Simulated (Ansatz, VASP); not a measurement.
One calculation of In6As, two programs

```
In As
1.0
     6.30841    0.00000    0.00000
    -3.15421    5.46325    0.00000
     0.00000    0.00000    5.73863
In As
6 1
Direct
  0.38599 0.38599 0.24358
  0.00000 0.61401 0.24358
  0.61401 0.00000 0.24358
  0.00000 0.38599 0.75642
  0.38599 0.00000 0.75642
  0.61401 0.61401 0.75642
  0.00000 0.00000 0.50000
```

Change from the starting cell: species swapped into the MoCl6 type (P-31m, No. 162).

Alike in both runs: functional PBE; k mesh 6 × 6 × 6; occupations gaussian, width 0.1 eV; no spin polarisation.

Ansatz relaxed the structure, and its values are those at the end. VASP's run is a single point on that final structure, the one shown.

|  | VASP | Ansatz |
| --- | --- | --- |
| version | VASP 6.6.1 | Ansatz 0.2.0 |
| potentials or method | VASP PAW PBE potentials, release 64 (In_d, As), cutoff 520 eV | scalar-relativistic, plane waves, PAW |
| valence electrons in the cell | 83 | 93 |

Ansatz gave:

| Quantity | Value |
| --- | --- |
| gap on the k mesh at the Fermi level (eV) | none |
| pressure (GPa) | 0.0 |
| rms of the force components (eV/Å) | 0.003 |

Question: What did VASP give for the same quantities?

Answer: gap on the k mesh at the Fermi level (eV): none; pressure (GPa): 0.0; rms of the force components (eV/Å): 0.005.

A gap of «none» marks a metal or a gap that the smearing closes. With one functional, cell and mesh, what is left measures potentials, basis and numerics. VASP's potentials hold 83 valence electrons a cell and Ansatz's 93, so a difference there can come from the potentials and not from the codes.
